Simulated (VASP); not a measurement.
## Ba: single point with PBE

Crystal: Ba.

```
Ba
1.0
     0.03420    3.27748    3.27155
     3.18311    0.03534    3.27040
     3.19681    3.29003    0.02165
Ba
1
Cartesian
  -0.0233 0.0194 -0.0083
```

This cell differs from its parent crystal: the cell strained at random.

| Property | Result |
| --- | --- |
| Program | VASP 6.6.1 |
| Task | single point |
| Functional | PBE |
| Potentials or basis | VASP PAW PBE potentials, release 64 (Ba_sv) |
| Cutoff | 520 eV |
| k mesh | 7 × 7 × 7 |
| Occupations | fermi-dirac, width 0.05 eV |
| Spin | no spin polarisation |

* Pressure: -0.3 GPa
* Band gap on the k mesh: zero (bands 5 and 6 overlap by 0.10 eV)

Stress tensor (GPa, compression positive):
```
-0.28 -0.15 -0.07
-0.15 -0.32 -0.06
-0.07 -0.06 -0.32
```

Levels at points of the mesh, in eV from the Fermi level:
| k point | band 2 | band 3 | band 4 | band 5 | band 6 | band 7 | band 8 | band 9 |
| --- | --- | --- | --- | --- | --- | --- | --- | --- |
| (0.00, 0.00, 0.00) | -14.02 | -14.01 | -14.01 | -2.75 | 1.61 | 1.68 | 1.82 | 3.02 |

It took 120 s on 1 thread of Intel(R) Xeon(R) Platinum 8259CL CPU @ 2.50GHz (Skylake/Cascade Lake), with other jobs on the host, peak memory 0.28 GiB.

Caveat: the cell differs from its parent crystal (the cell strained at random); spin-orbit coupling is left out, which moves the levels of the heavy elements.
